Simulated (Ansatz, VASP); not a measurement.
**MgH2 in VASP and in Ansatz**

```xyz
6
Lattice="4.5163 0.0000 0.0000 0.0000 4.5163 0.0000 0.0000 0.0000 3.0130" Properties=species:S:1:pos:R:3 pbc="T T T"
Mg    2.2581    2.2581    1.5065
Mg    0.0000    0.0000    0.0000
H     3.1418    3.1418    0.0000
H     3.6326    0.8836    1.5065
H     1.3745    1.3745    0.0000
H     0.8836    3.6326    1.5065
```

Alike in both runs: functional PBE; k mesh 6 × 6 × 8; no spin polarisation.

Ansatz relaxed the structure, and its values are those at the end. VASP's run is a single point on that final structure, the one shown.

|  | VASP | Ansatz |
| --- | --- | --- |
| version | VASP 6.6.1 | Ansatz 0.2.0 |
| potentials or method | VASP PAW PBE potentials, release 64 (Mg, H) | scalar-relativistic, plane waves, PAW |
| plane-wave cutoff (eV) | 520 | 420 |
| occupations | gaussian, width 0.01 eV | fixed |
| valence electrons in the cell | 8 | 24 |

Ansatz gave:

- gap on the k mesh at the Fermi level (eV): 3.81
- least direct gap on the mesh (eV): 4.56
- pressure (GPa): 0.0

**Question.** What did VASP give for the same quantities?

**Answer.** gap on the k mesh at the Fermi level (eV): 3.80; least direct gap on the mesh (eV): 4.55; pressure (GPa): -0.3.

VASP's potentials hold 8 valence electrons a cell and Ansatz's 24, so a difference there can come from the potentials and not from the codes.
